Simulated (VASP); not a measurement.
Wanted: the native input for a VASP 6.6.1 run.

- Task: single point
- Functional: PBE
- Potentials or basis: VASP PAW PBE potentials, release 64 (Dy_3, C), 4f in core
- Cutoff: 600 eV
- k mesh: 6 × 6 × 6
- Occupations: gaussian, width 0.2 eV
- Spin: no spin polarisation
- Dipole correction: no
- Further INCAR settings: ALGO = Normal; EDIFF = 1e-06; NBANDS = 34

The structure of Dy5C lies in POSCAR:

```
Dy5C
1.0
   -5.0326172474      0.0000000000      0.0000000000
   -2.5163086237     -4.1137749083      4.1370311640
   -2.5163086237      4.1137749083      4.1370311640
Dy C
5 1
Direct
    0.0000000000      0.2890796313      0.7109203687
    0.0000000000      0.7109203687      0.2890796313
    0.2881973620      0.7118026380      0.7118026380
    0.7118026380      0.2881973620      0.2881973620
    0.5000000000      0.0000000000      0.0000000000
    1.0000000000      0.0000000000      0.0000000000
```

These files were run (other wordings do the same):

INCAR

```
PREC = Accurate
ENCUT = 600
EDIFF = 1E-6
ISMEAR = 0
SIGMA = 0.2
LREAL = False
LASPH = True
NELM = 200
ALGO = Normal
ISIF = 2
LWAVE = False
LCHARG = False
GGA = PE
NBANDS = 34
GGA_COMPAT = False
LMAXMIX = 6
```

KPOINTS

```
regular mesh
0
Gamma
  6 6 6
```

Potentials or basis: VASP PAW PBE potentials, release 64 (Dy_3, C), 4f in core.

The run is started by

```console
$ cat potpaw_PBE.64/Dy_3/POTCAR potpaw_PBE.64/C/POTCAR > POTCAR
$ mpirun -np 1 vasp_std > vasp.out
```

It gave:

```json
{
  "Pressure": "0.5 GPa",
  "Largest force": "0.041 eV/Å",
  "Band gap on the k mesh": "zero (an odd number of electrons rules out a gap without spin polarisation)"
}
```

Caveat: spin-orbit coupling is left out, which moves the levels of the heavy elements; the 4f electrons are frozen in the core, so they carry no moment and show no levels.

It took 6.2 min on 1 thread of Intel(R) Xeon(R) Platinum 8259CL CPU @ 2.50GHz (Skylake/Cascade Lake), with other jobs on the host, peak memory 0.49 GiB.
